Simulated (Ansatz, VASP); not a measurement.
**YSi2Ru2 in VASP and in Ansatz**

```
Y Si Ru
1.0
    -2.05367    2.05367    4.72119
     2.05367   -2.05367    4.72119
     2.05367    2.05367   -4.72119
Y Si Ru
1 2 2
Direct
  0.00000 0.00000 0.00000
  0.36899 0.36899 0.00000
  0.63101 0.63101 0.00000
  0.75000 0.25000 0.50000
  0.25000 0.75000 0.50000
```

Alike in both runs: functional LDA; k mesh 10 × 10 × 10; occupations fermi-dirac, width 0.1 eV; no spin polarisation.

Ansatz relaxed the structure, and its values are those at the end. VASP's run is a single point on that final structure, the one shown.

```csv
,VASP,Ansatz
version,VASP 6.6.1,Ansatz 0.2.0
potentials or method,"VASP PAW LDA potentials, release 64 (Y_sv, Si, Ru_pv), cutoff 520 eV","plane waves, PAW"
valence electrons in the cell,47,51
```

```tsv
	VASP	Ansatz	Ansatz less VASP
pressure (GPa)	0.4	0.0	-0.44
rms of the force components (eV/Å)	0.020	0.001	-0.0190
```

LDA's correlation is that of Perdew and Zunger in VASP and of Perdew and Wang (1992) in Ansatz. VASP's potentials hold 47 valence electrons a cell and Ansatz's 51, so a difference there can come from the potentials and not from the codes.
